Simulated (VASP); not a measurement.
SiC (Moissanite 3C): single point with PBE

Crystal: SiC (Moissanite 3C).

```
CELL_PARAMETERS angstrom
0.00000 2.16025 2.16025
2.16025 0.00000 2.16025
2.16025 2.16025 0.00000
ATOMIC_POSITIONS crystal
Si 0.00000 0.00000 0.00000
C 0.25000 0.25000 0.25000
```

This cell differs from its parent crystal: volume scaled by 0.960.

```
Program             : VASP 6.6.1
Task                : single point
Functional          : PBE
Potentials or basis : VASP PAW PBE potentials, release 64 (Si, C)
Cutoff              : 520 eV
k mesh              : 18 × 18 × 18
Occupations         : gaussian, width 0.05 eV
Spin                : no spin polarisation
```

```
Pressure               : 9.3 GPa
Band gap on the k mesh : 1.33 eV, indirect (least direct gap 4.57 eV)
```

Levels at points of the mesh, in eV from the valence-band top:
```
           k point  band 1  band 2  band 3  band 4  band 5  band 6  band 7  band 8  band 9
(0.00, 0.00, 0.00)  -15.61    0.00    0.00    0.00    6.54    7.49    7.49    7.49   14.66
(0.50, 0.00, 0.00)  -11.94   -8.68   -1.06   -1.06    5.67    7.33    7.33   10.20   16.52
(0.50, 0.50, 0.00)  -10.47   -7.88   -3.23   -3.23    1.33    4.41   14.34   14.34   15.14
```

It took 12 s on 1 thread of Intel(R) Xeon(R) 6975P-C (Granite Rapids), on a shared host, peak memory 0.16 GiB.

 A k mesh can miss the band edges.
